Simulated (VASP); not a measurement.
Set up this calculation in VASP 6.6.1, as the native input.

```yaml
Task: single point
Functional: PBE
Potentials_or_basis: VASP PAW PBE potentials, release 64 (Al)
Cutoff: 500 eV
k_mesh: 9 × 9 × 9
Occupations: fermi-dirac, width 0.15 eV
Spin: no spin polarisation
Dipole_correction: no
Further_INCAR_settings: ALGO = Normal; EDIFF = 1e-06; NBANDS = 8
```

The structure of Al lies in POSCAR:

```
Al
1.0
    0.0000000000      2.0248050000      2.0248050000
    2.0248050000      0.0000000000      2.0248050000
    2.0248050000      2.0248050000      0.0000000000
Al
1
Direct
    0.0000000000      0.0000000000      0.0000000000
```

These files were run (other wordings do the same):

INCAR

```
PREC = Accurate ; ENCUT = 500
EDIFF = 1E-6 ; ISMEAR = -1
SIGMA = 0.15 ; LREAL = False
LASPH = True ; NELM = 120
ALGO = Normal ; ISIF = 2
LWAVE = False ; LCHARG = False
GGA = PE ; NBANDS = 8
GGA_COMPAT = False
```

KPOINTS

```
regular mesh
0
Gamma
  9 9 9
```

Potentials or basis: VASP PAW PBE potentials, release 64 (Al).

The run is started by

```bash
$ cat potpaw_PBE.64/Al/POTCAR > POTCAR
$ mpirun -np 1 vasp_std > vasp.out
```

It gave:

```json
{
 "Pressure": "-0.3 GPa",
 "Band gap on the k mesh": "zero (an odd number of electrons rules out a gap without spin polarisation)"
}
```

Run time: 3 s on 1 thread of AMD EPYC 9R45 96-Core Processor (Zen 5) (shared host), peak memory 0.1 GiB.
